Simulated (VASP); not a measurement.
# GaN (I-4m2) in VASP: further runs

The runs below take GaN through single point, with r2SCAN.

Program: VASP 6.6.1. These are calculated values, not measurements. Logs are shortened: lines on timing, memory, paths and dates and some standing lists are left out, and cuts for length are marked.

## 1. The cell of the first run

Symmetry: I-4m2, No. 119, tetragonal system. Conventional cell: a = 3.180 Å, b = 3.180 Å, c = 4.734 Å, α = 90.00°, β = 90.00°, γ = 90.00°. Ga (site symmetry -4m2) has 4 N at 1.98 Å within 2.6 Å. Within 2.6 Å of N (site symmetry -4m2) lie 4 Ga at 1.98 Å.

## 2. Single point, r2SCAN (strain +0.0525 x Voigt [0, 0, 1, 0, 0, 0])

POSCAR

```
GaN
1.0
    0.0000000000      2.2489367673      2.3670059476
    2.2489367673      0.0000000000      2.3670059476
    2.2489367673      2.2489367673      0.0000000000
Ga N
1 1
Direct
    0.0000000000      0.0000000000      0.0000000000
    0.7500000000      0.7500000000      0.7500000000
```

INCAR.step1

```
SYSTEM = GaN
PREC = Accurate
ENCUT = 520
ISMEAR = 0
SIGMA = 0.05
LREAL = .FALSE.
LASPH = .TRUE.
NELM = 60
NBANDS = 16
GGA = PE
ALGO = Normal
EDIFF = 1E-4
LWAVE = .TRUE.
LCHARG = .FALSE.
```

INCAR.step2

```
SYSTEM = GaN
PREC = Accurate
ENCUT = 520
EDIFF = 1E-6
ISMEAR = 0
SIGMA = 0.05
LREAL = .FALSE.
LASPH = .TRUE.
NELM = 60
ALGO = Normal
ISIF = 2
LWAVE = .FALSE.
LCHARG = .FALSE.
METAGGA = R2SCAN
LMIXTAU = .TRUE.
NBANDS = 16
ISTART = 1
```

KPOINTS

```
Automatic mesh
0
G
  10 10 10
  0 0 0
```

Potentials or basis: VASP PAW PBE potentials, release 64 (Ga_d, N).

Command:

```
> cat potpaw_PBE.64/Ga_d/POTCAR potpaw_PBE.64/N/POTCAR > POTCAR
> cp INCAR.step1 INCAR
> mpirun -np 1 vasp_std > vasp.out
> cp INCAR.step2 INCAR
> mpirun -np 1 vasp_std > vasp.out
```

OUTCAR:

```text
SYSTEM = GaN
   PREC = Accurate
   ENCUT = 520
   EDIFF = 1E-6
   ISMEAR = 0
   LREAL = .FALSE.
   LASPH = .TRUE.
   NELM = 60
   ISIF = 2
   METAGGA = R2SCAN
   ISTART = 1

 ion  position               nearest neighbor table
   1  0.000  0.000  0.000-   2 1.98   2 1.98   2 1.98   2 1.98
   2  0.750  0.750  0.750-   1 1.98   1 1.98   1 1.98   1 1.98

  LATTYP: Found a body centered tetragonal cell.
 ALAT       =     3.1804768772
 C/A-ratio  =     1.4884597744

  Lattice vectors:

 A1 = (  -2.2489367673,   0.0000000000,   2.3670059476)
 A2 = (   2.2489367673,   0.0000000000,   2.3670059476)
 A3 = (   0.0000000000,   2.2489367673,  -2.3670059476)

Analysis of symmetry for initial positions (statically):
=====================================================================
 Subroutine PRICEL returns:
 Original cell was already a primitive cell.

 Routine SETGRP: Setting up the symmetry group for a
 body centered tetragonal supercell.

 Subroutine GETGRP returns: Found  8 space group operations
 (whereof  8 operations were pure point group operations)
 out of a pool of 16 trial point group operations.

The static configuration has the point symmetry D_2d.

Analysis of symmetry for dynamics (positions and initial velocities):
=====================================================================
 Subroutine PRICEL returns:
 Original cell was already a primitive cell.

 Routine SETGRP: Setting up the symmetry group for a
 body centered tetragonal supercell.

 Subroutine GETGRP returns: Found  8 space group operations
 (whereof  8 operations were pure point group operations)
 out of a pool of 16 trial point group operations.

The dynamic configuration has the point symmetry D_2d.

 Subroutine INISYM returns: Found  8 space group operations
 (whereof  8 operations are pure point group operations),
 and found     1 'primitive' translations

----------------------------------------------------------------------------------------

                                     Primitive cell

  volume of cell :      23.9433

  direct lattice vectors                    reciprocal lattice vectors
     0.000000000  2.248936767  2.367005948    -0.222327283  0.222327283  0.211237323
     2.248936767  0.000000000  2.367005948     0.222327283 -0.222327283  0.211237323
     2.248936767  2.248936767  0.000000000     0.222327283  0.222327283 -0.211237323

  length of vectors
     3.265031966  3.265031966  3.180476877     0.378787602  0.378787602  0.378787602

  position of ions in fractional coordinates (direct lattice)
     0.000000000  0.000000000  0.000000000
[... 79 lines left out ...]
   LREAL  =      F    real-space projection
   EDIFFG = 0.1E-04   stopping-criterion for IOM
   NSW    =      0    number of steps for IOM
   IBRION =     -1    ionic relax: 0-MD 1-quasi-New 2-CG
   NFREE  =      0    steps in history (QN), initial steepest desc. (CG)
   ISIF   =      2    stress and relaxation
   ISYM   =      2    0-nonsym 1-usesym 2-fastsym
   POTIM  = 0.5000    time-step for ionic-motion
   TEBEG  =    0.0;   TEEND  =   0.0 temperature during run
   PSTRESS=    0.0 pullay stress
   NELECT =      18.0000    total number of electrons
   NUPDOWN=      -1.0000    fix difference up-down
   EMIN   =  10.00;   EMAX   =-10.00  energy-range for DOS
   EFERMI =   0.00;   METHOD = LEGACY
   ISMEAR =     0;   SIGMA  =   0.05  broadening in eV -4-tet -1-fermi 0-gaus
   EFERMI_NEDOS =   21; number of points for ismear=-14 and -15
   IALGO  =     38    algorithm
   IMIX   =      4    mixing-type and parameters
     AMIX     =   0.40;   BMIX     =  1.00
     AMIX_MAG =   1.60;   BMIX_MAG =  1.00
  volume/ion in A,a.u.               =      11.97        80.79
  Fermi-wavevector in a.u.,A,eV,Ry     =   1.488576  2.813001 30.148591  2.215859
  Thomas-Fermi vector in A             =   2.601593
   LORBIT       =      0    0 simple, 1 ext, 2 COOP (PROOUT), +10 PAW based schemes
   METAGGA = R2SCAN    functional components
   LHFCALC =     F    Hartree Fock is set to
   AEXX    =    0.0000 exact exchange contribution
   IVDW    =     0    specifies the selected vdW correction
   LEPSILON=     F    determine dielectric tensor
   LRPA    =     F    only Hartree local field effects (RPA)
 non-spin polarized calculation
 Gauss-broadening in eV      SIGMA  =   0.05
  energy-cutoff  :      520.00
  volume of cell :       23.94
 maximum number of plane-waves:       660
   NGX = 13   NGY = 13   NGZ = 11

 number of electron      17.9999989 magnetization

 Free energy of the ion-electron system (eV)
  ---------------------------------------------------
  ext. energy  EPLUGINS =         0.00000000
  ---------------------------------------------------
  free energy    TOTEN  =       -21.85134732 eV

  energy without entropy =      -21.85134732  energy(sigma->0) =      -21.85134732

 E-fermi :   4.8211     XC(G=0): -12.3737

 val. band max:        4.6254626123   @ k =   0.0000   0.0000   0.0000
 cond. band min:       6.3481692626   @ k =   0.0000   0.0000   0.0000
 fundamental gap:      1.7227066503
 Fermi energy:         4.8211186188

 k-point     1 :       0.0000    0.0000    0.0000
  band No.  band energies     occupation
      1     -11.8079      2.00000
      2      -9.3070      2.00000
      3      -9.2542      2.00000
      4      -9.2542      2.00000
      5      -8.9714      2.00000
      6      -8.9683      2.00000
[... 433 lines left out ...]
      3      -9.0578      2.00000
      4      -9.0546      2.00000
      5      -8.9283      2.00000
      6      -8.2104      2.00000
[... 8 lines left out ...]
     15      27.2841      0.00000
     16      27.7822      0.00000

 [... further k-points ...]

------------------------ aborting loop because EDIFF is reached ----------------------------------------

  FORCE on cell =-STRESS in cart. coord.  units (eV):
  Direction    XX          YY          ZZ          XY          YZ          ZX
  --------------------------------------------------------------------------------------
  -------------------------------------------------------------------------------------
  Total       -0.8571896     -0.8571896     -1.9995929      0.0000000      0.0000000      0.0000000
  in kB      -57.3592742    -57.3592742   -133.8037644      0.0000000      0.0000000      0.0000000
  external PRESSURE =     -82.8407709 kB  Pullay stress =       0.0000000 kB

 VOLUME and BASIS-vectors are now :
 -----------------------------------------------------------------------------
  energy-cutoff  :      520.00
  volume of cell :       23.94
      direct lattice vectors                 reciprocal lattice vectors
     0.000000000  2.248936767  2.367005948    -0.222327283  0.222327283  0.211237323
     2.248936767  0.000000000  2.367005948     0.222327283 -0.222327283  0.211237323
     2.248936767  2.248936767  0.000000000     0.222327283  0.222327283 -0.211237323

 POSITION                                       TOTAL-FORCE (eV/Angst)
 -----------------------------------------------------------------------------------
      0.00000      0.00000      0.00000         0.000000      0.000000     -0.000000
      3.37341      3.37341      3.55051        -0.000000     -0.000000      0.000000
 -----------------------------------------------------------------------------------
    total drift:                               -0.000021     -0.000021      0.000007

  FREE ENERGIE OF THE ION-ELECTRON SYSTEM (eV)
  ---------------------------------------------------
  free  energy   TOTEN  =       -21.8513473173 eV

  energy  without entropy=      -21.8513473173  energy(sigma->0) =      -21.85134732
```

OSZICAR.step1:

```text
N       E                     dE             d eps       ncg     rms          rms(c)
DAV:   1     0.811118237002E+02    0.81112E+02   -0.93478E+03  3720   0.197E+03
DAV:   2    -0.816751758119E+01   -0.89279E+02   -0.82476E+02  3824   0.325E+02
DAV:   3    -0.139937162032E+02   -0.58262E+01   -0.58047E+01  3736   0.701E+01
DAV:   4    -0.140637626929E+02   -0.70046E-01   -0.70039E-01  4288   0.834E+00
DAV:   5    -0.140647081239E+02   -0.94543E-03   -0.94543E-03  3848   0.857E-01    0.756E+00
DAV:   6    -0.121382642957E+02    0.19264E+01   -0.49695E+00  4920   0.384E+01    0.270E+00
DAV:   7    -0.121409655161E+02   -0.27012E-02   -0.29899E-01  3576   0.676E+00    0.175E+00
DAV:   8    -0.121372754446E+02    0.36901E-02   -0.67986E-02  3648   0.317E+00    0.868E-01
DAV:   9    -0.121325147285E+02    0.47607E-02   -0.13809E-02  4952   0.249E+00    0.239E-01
DAV:  10    -0.121329410350E+02   -0.42631E-03   -0.13651E-03  3744   0.446E-01    0.129E-01
DAV:  11    -0.121328531613E+02    0.87874E-04   -0.21085E-04  3040   0.248E-01
   1 F= -.12132853E+02 E0= -.12132853E+02  d E =-.439705E-12
```

Run time: 38 s. Hardware: 1 thread of Intel Xeon 6975P-C (Granite Rapids), shared host; peak memory 0.17 GiB.

What came out:

- Free energy: -21.8513 eV
- Pressure: -8.3 GPa
- Band gap on the k mesh: 1.72 eV, direct

Caveat: the cell differs from its parent crystal (strain +0.0525 x Voigt [0, 0, 1, 0, 0, 0]); the PAW data sets were made with another functional, which shifts forces and pressure a little.

(Part 1 of 2 ends here.)
